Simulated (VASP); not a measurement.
# Ag (P6_3/mmc) in VASP: settings compared, part 2 of 2

VASP 6.6.1. Earlier steps stand in the parts before.

### Step 3. Single point, r2SCAN

POSCAR reads:

```
Ag
1.0
    2.9300000000      0.0000000000      0.0000000000
   -1.4650000000      2.5374544331      0.0000000000
    0.0000000000      0.0000000000      4.7900000000
Ag
2
Direct
    0.6666666667      0.3333333333      0.7500000000
    0.3333333333      0.6666666667      0.2500000000
```

INCAR.step1 reads:

```
  PREC = Accurate
  ENCUT = 520
  ISMEAR = -1
  SIGMA = 0.05
  LREAL = F
  LASPH = T
  NELM = 100
  NBANDS = 18
  GGA = PE
  ALGO = Normal
  EDIFF = 1E-4
  LWAVE = T
  LCHARG = F
```

INCAR.step2 reads:

```
  PREC = Accurate
  ENCUT = 520
  EDIFF = 1E-7
  ISMEAR = -1
  SIGMA = 0.05
  LREAL = F
  LASPH = T
  NELM = 100
  ALGO = Normal
  ISIF = 2
  LWAVE = F
  LCHARG = F
  METAGGA = R2SCAN
  LMIXTAU = T
  NBANDS = 18
  ISTART = 1
```

KPOINTS reads:

```
regular mesh
0
Gamma
  6 6 3
```

Potentials or basis: VASP PAW PBE potentials, release 64 (Ag).

Run with:

```bash
$ cat potpaw_PBE.64/Ag/POTCAR > POTCAR
$ cp INCAR.step1 INCAR
$ mpirun -np 1 vasp_std > vasp.out
$ cp INCAR.step2 INCAR
$ mpirun -np 1 vasp_std > vasp.out
```

OUTCAR:

```text
PREC = Accurate
   ENCUT = 520
   EDIFF = 1E-7
   ISMEAR = -1
   LREAL = F
   LASPH = T
   NELM = 100
   ISIF = 2
   METAGGA = R2SCAN
   ISTART = 1

 ion  position               nearest neighbor table
   1  0.667  0.333  0.750-   2 2.93   2 2.93   2 2.93   2 2.93   2 2.93   2 2.93
   2  0.333  0.667  0.250-   1 2.93   1 2.93   1 2.93   1 2.93   1 2.93   1 2.93

  LATTYP: Found a hexagonal cell.
 ALAT       =     2.9300000000
 C/A-ratio  =     1.6348122867

  Lattice vectors:

 A1 = (   2.9300000000,   0.0000000000,   0.0000000000)
 A2 = (  -1.4650000000,   2.5374544331,   0.0000000000)
 A3 = (   0.0000000000,   0.0000000000,   4.7900000000)

Analysis of symmetry for initial positions (statically):
=====================================================================
 Subroutine PRICEL returns:
 Original cell was already a primitive cell.

 Routine SETGRP: Setting up the symmetry group for a
 hexagonal supercell.

 Subroutine GETGRP returns: Found 24 space group operations
 (whereof 12 operations were pure point group operations)
 out of a pool of 24 trial point group operations.

[... 149 lines left out ...]
  free energy    TOTEN  =       -42.54495570 eV

  energy without entropy =      -42.52754684  energy(sigma->0) =      -42.53625127

 E-fermi :   7.8897     XC(G=0): -12.6572

 val. band max:        7.6331615860   @ k =   0.0000   0.0000   0.0000
 cond. band min:       7.8936505685   @ k =   0.3333   0.1667   0.3333
 fundamental gap:      0.2604889825
 Fermi energy:         7.8896734231

 k-point     1 :       0.0000    0.0000    0.0000
  band No.  band energies     occupation
      1       0.2238      2.00000
      2       1.4012      2.00000
      3       2.8692      2.00000
      4       2.9590      2.00000
      5       2.9590      2.00000
      6       3.1824      2.00000
[... 271 lines left out ...]
      5       3.0346      2.00000
      6       3.0346      2.00000
[... 10 lines left out ...]
     17      23.1911      0.00000
     18      23.1911      0.00000

------------------------ aborting loop because EDIFF is reached ----------------------------------------

  FORCE on cell =-STRESS in cart. coord.  units (eV):
  Direction    XX          YY          ZZ          XY          YZ          ZX
  --------------------------------------------------------------------------------------
  -------------------------------------------------------------------------------------
  Total       -0.2673935     -0.2673935     -0.3463089      0.0000000     -0.0000000      0.0000000
  in kB      -12.0298455    -12.0298455    -15.5801934      0.0000000     -0.0000000      0.0000000
  external PRESSURE =     -13.2132948 kB  Pullay stress =       0.0000000 kB

 VOLUME and BASIS-vectors are now :
 -----------------------------------------------------------------------------
  energy-cutoff  :      520.00
  volume of cell :       35.61
      direct lattice vectors                 reciprocal lattice vectors
     2.930000000  0.000000000  0.000000000     0.341296928  0.197047873  0.000000000
    -1.465000000  2.537454433  0.000000000     0.000000000  0.394095747  0.000000000
     0.000000000  0.000000000  4.790000000     0.000000000  0.000000000  0.208768267

 POSITION                                       TOTAL-FORCE (eV/Angst)
 -----------------------------------------------------------------------------------
      1.46500      0.84582      3.59250        -0.000000     -0.000000      0.000000
     -0.00000      1.69164      1.19750         0.000000      0.000000      0.000000
 -----------------------------------------------------------------------------------
    total drift:                               -0.000000      0.000000     -0.000000

  FREE ENERGIE OF THE ION-ELECTRON SYSTEM (eV)
  ---------------------------------------------------
  free  energy   TOTEN  =       -42.5449556970 eV

  energy  without entropy=      -42.5275468426  energy(sigma->0) =      -42.53625127
```

OSZICAR.step1:

```text
N       E                     dE             d eps       ncg     rms          rms(c)
DAV:   1     0.126774122336E+03    0.12677E+03   -0.11727E+04   504   0.121E+03
DAV:   2    -0.363824444762E+01   -0.13041E+03   -0.12398E+03   516   0.268E+02
DAV:   3    -0.573645916775E+01   -0.20982E+01   -0.20910E+01   588   0.385E+01
DAV:   4    -0.574306979583E+01   -0.66106E-02   -0.66101E-02   592   0.211E+00
DAV:   5    -0.574312543099E+01   -0.55635E-04   -0.55635E-04   576   0.208E-01    0.673E+00
DAV:   6    -0.529304231619E+01    0.45008E+00   -0.11679E+00   524   0.114E+01    0.454E+00
DAV:   7    -0.528096404222E+01    0.12078E-01   -0.11408E-02   550   0.961E-01    0.258E+00
DAV:   8    -0.527596540466E+01    0.49986E-02   -0.96295E-04   546   0.265E-01    0.793E-02
DAV:   9    -0.527598574150E+01   -0.20337E-04   -0.15422E-05   312   0.277E-02
   1 F= -.52759857E+01 E0= -.52669922E+01  d E =-.179870E-01
```

Wall time 46 s (1 thread of Intel Xeon 8259CL, shared host); peak memory 0.16 GiB.

Results:

* Free energy: -42.5450 eV
* Pressure: -1.3 GPa
* Band gap on the k mesh: zero (bands 11 and 12 overlap by 7.02 eV)

Caveat: the k points lie up to 0.44 Å⁻¹ apart, too coarse for converged energies and pressures of a metal; the PAW data sets were made with another functional, which shifts forces and pressure a little.

### Step 4. Single point, PBE+D3(BJ)

This run uses another cell than the first one, of 16.97 Å³/atom.

INCAR reads:

```
SYSTEM = Ag
  PREC = Accurate
  ENCUT = 520
  EDIFF = 1E-7
  ISMEAR = -1
  SIGMA = 0.05
  LREAL = .False.
  LASPH = .True.
  NELM = 60
  ALGO = Normal
  ISIF = 2
  LWAVE = .False.
  LCHARG = .False.
  GGA = PE
  IVDW = 12
  NBANDS = 18
```

KPOINTS reads:

```
regular mesh
0
Gamma
  10 10 6
  0 0 0
```

POSCAR reads:

```
Ag
1.0
    2.8886038184      0.0000000000      0.0000000000
   -1.4443019092      2.5016042882      0.0000000000
    0.0000000000      0.0000000000      4.6961441970
Ag
2
Direct
    0.6666666667      0.3333333333      0.7500000000
    0.3333333333      0.6666666667      0.2500000000
```

Run with:

```bash
$ cat potpaw_PBE.64/Ag/POTCAR > POTCAR
$ mpirun -np 1 vasp_std > vasp.out
```

Run time: 38 s. Hardware: 1 thread of Intel Xeon 8259CL, shared host; peak memory 0.18 GiB.

The run converged. Its results:

```yaml
Free_energy: -6.5736 eV
Pressure: -0.2 GPa
Band_gap_on_the_k_mesh: zero (bands 11 and 12 overlap by 6.57 eV)
Dispersion_energy_per_atom: -0.592 eV
```

Levels at points of the mesh, in eV from the Fermi level:
| k point | band 9 | band 10 | band 11 | band 12 | band 13 | band 14 |
| --- | --- | --- | --- | --- | --- | --- |
| (0.00, 0.00, 0.00) | -4.15 | -3.11 | -3.11 | -0.38 | 3.69 | 15.63 |
| (0.50, 0.00, 0.00) | -2.91 | -2.84 | 0.10 | 1.55 | 6.96 | 7.20 |
| (0.00, 0.00, 0.50) | -3.43 | -3.43 | -3.43 | -3.43 | 11.29 | 11.29 |
| (0.50, 0.00, 0.50) | -2.90 | -2.90 | 0.75 | 0.75 | 4.62 | 4.62 |

### Step 5. Single point, PBE+D3(BJ)

This run uses another cell than the first one, of 17.16 Å³/atom.

INCAR reads:

```
SYSTEM = Ag
  ALGO = Normal
  EDIFF = 1E-6
  ENCUT = 520
  GGA = PE
  ISIF = 2
  ISMEAR = -1
  IVDW = 12
  LASPH = .TRUE.
  LCHARG = .FALSE.
  LREAL = .FALSE.
  LWAVE = .FALSE.
  NBANDS = 18
  NELM = 60
  PREC = Accurate
  SIGMA = 0.05
```

KPOINTS reads:

```
k-points
0
G
  10 10 6
  0 0 0
```

POSCAR reads:

```
Ag
1.0
    2.8994811721      0.0000000000      0.0000000000
   -1.4497405861      2.5110243528      0.0000000000
    0.0000000000      0.0000000000      4.7129288835
Ag
2
Direct
    0.6666666667      0.3333333333      0.7500000000
    0.3333333333      0.6666666667      0.2500000000
```

Run with:

```bash
$ cat potpaw_PBE.64/Ag/POTCAR > POTCAR
$ mpirun -np 1 vasp_std > vasp.out
```

Wall time 39 s (1 thread of Intel Xeon 8259CL, shared host); peak memory 0.18 GiB.

It converged, with:

```
Free energy                : -6.5720 eV
Pressure                   : -1.3 GPa
Band gap on the k mesh     : zero (bands 11 and 12 overlap by 6.53 eV)
Dispersion energy per atom : -0.585 eV
```

Levels at points of the mesh, in eV from the Fermi level:
```
           k point  band 9  band 10  band 11  band 12  band 13  band 14
(0.00, 0.00, 0.00)   -4.12    -3.10    -3.10    -0.34     3.63    15.61
(0.50, 0.00, 0.00)   -2.90    -2.84     0.10     1.52     6.91     7.16
(0.00, 0.00, 0.50)   -3.41    -3.41    -3.41    -3.41    11.21    11.21
(0.50, 0.00, 0.50)   -2.89    -2.89     0.77     0.77     4.55     4.55
```

Caveat: three body term missing.

### Step 6. Single point, PBE+D4

This run uses another cell than the first one, of 17.09 Å³/atom.

INCAR reads:

```
SYSTEM = Ag
PREC     = Accurate       ! precision mode
ENCUT    = 520            ! plane-wave cutoff, eV
EDIFF    = 1E-6           ! SCF threshold, eV
ISMEAR   = -1             ! smearing method
SIGMA    = 0.05           ! smearing width, eV
LREAL    = .FALSE.        ! projectors in reciprocal space
LASPH    = .TRUE.         ! aspherical terms in the spheres
NELM     = 100            ! most SCF steps
ALGO     = Normal         ! electronic algorithm
ISIF     = 2              ! what is computed and relaxed
LWAVE    = .FALSE.        ! write WAVECAR
LCHARG   = .TRUE.         ! write CHGCAR
GGA      = PE             ! functional
IVDW     = 13             ! dispersion correction
LELF     = .TRUE.         ! ELF
LVHAR    = .TRUE.       
NBANDS   = 18             ! bands
```

KPOINTS reads:

```
Automatic mesh
0
G
  10 10 6
  0 0 0
```

POSCAR reads:

```
Ag
1.0
    2.8954023541      0.0000000000      0.0000000000
   -1.4477011771      2.5074919929      0.0000000000
    0.0000000000      0.0000000000      4.7068457608
Ag
2
Direct
    0.6666666667      0.3333333333      0.7500000000
    0.3333333333      0.6666666667      0.2500000000
```

Potentials or basis: VASP PAW PBE potentials, release 64 (Ag).

Run with:

```bash
$ cat potpaw_PBE.64/Ag/POTCAR > POTCAR
$ mpirun -np 1 vasp_std > vasp.out
```

It took 43 s on 1 thread of Intel Xeon 8259CL, shared host; peak memory 0.17 GiB.

Results (log left out):

- Free energy: -6.5308 eV
- Pressure: -0.2 GPa
- Band gap on the k mesh: zero (bands 11 and 12 overlap by 6.54 eV)
- Dispersion energy per atom: -0.566 eV

Levels at points of the mesh, in eV from the Fermi level:
```tsv
k point	band 7	band 8	band 9	band 10	band 11	band 12	band 13	band 14	band 15	band 16
(0.00, 0.00, 0.00)	-4.46	-4.13	-4.13	-3.10	-3.10	-0.35	3.65	15.62	17.67	17.86
(0.50, 0.00, 0.00)	-3.82	-2.98	-2.91	-2.84	0.10	1.53	6.92	7.17	9.43	10.43
(0.00, 0.00, 0.50)	-4.53	-4.53	-3.42	-3.42	-3.42	-3.42	11.24	11.24	15.98	15.98
(0.50, 0.00, 0.50)	-3.15	-3.15	-2.89	-2.89	0.76	0.76	4.58	4.58	13.58	13.58
```

### Step 7. Summary

| level | cell | k mesh | cutoff (eV) | smearing | tolerance level | purpose | start | dipole correction | gap on the mesh (eV) | pressure (GPa) |
| --- | --- | --- | --- | --- | --- | --- | --- | --- | --- | --- |
| RPBE | a = 2.930, b = 2.930, c = 4.790 Å, angles 90.0, 90.0, 120.0°, 2 atoms | 13 × 13 × 7 | 400 | methfessel-paxton 0.1 eV | tight | restart | from scratch | - | none | 3.7 |
| r2SCAN | a = 2.930, b = 2.930, c = 4.790 Å, angles 90.0, 90.0, 120.0°, 2 atoms | 6 × 6 × 3 | 520 | fermi-dirac 0.05 eV | - | - | - | no | none | -1.3 |
| PBE+D3(BJ) | a = 2.889, b = 2.889, c = 4.696 Å, angles 90.0, 90.0, 120.0°, 2 atoms | 10 × 10 × 6 | 520 | fermi-dirac 0.05 eV | - | - | - | no | none | -0.2 |
| PBE+D3(BJ) | a = 2.899, b = 2.899, c = 4.713 Å, angles 90.0, 90.0, 120.0°, 2 atoms | 10 × 10 × 6 | 520 | fermi-dirac 0.05 eV | - | - | - | no | none | -1.3 |
| PBE+D4 | a = 2.895, b = 2.895, c = 4.707 Å, angles 90.0, 90.0, 120.0°, 2 atoms | 10 × 10 × 6 | 520 | fermi-dirac 0.05 eV | - | - | - | no | none | -0.2 |

Alike in all rows: task single point; potentials or basis VASP PAW PBE potentials, release 64 (Ag); no spin polarisation.

Caveats: some runs use coarse meshes; the PAW data sets were made with another functional, which shifts forces and pressure a little (at least some runs); the cell stands under pressure (at least some runs); three body term missing (at least some runs).

Absolute energies hang on the potentials; compare differences alone.
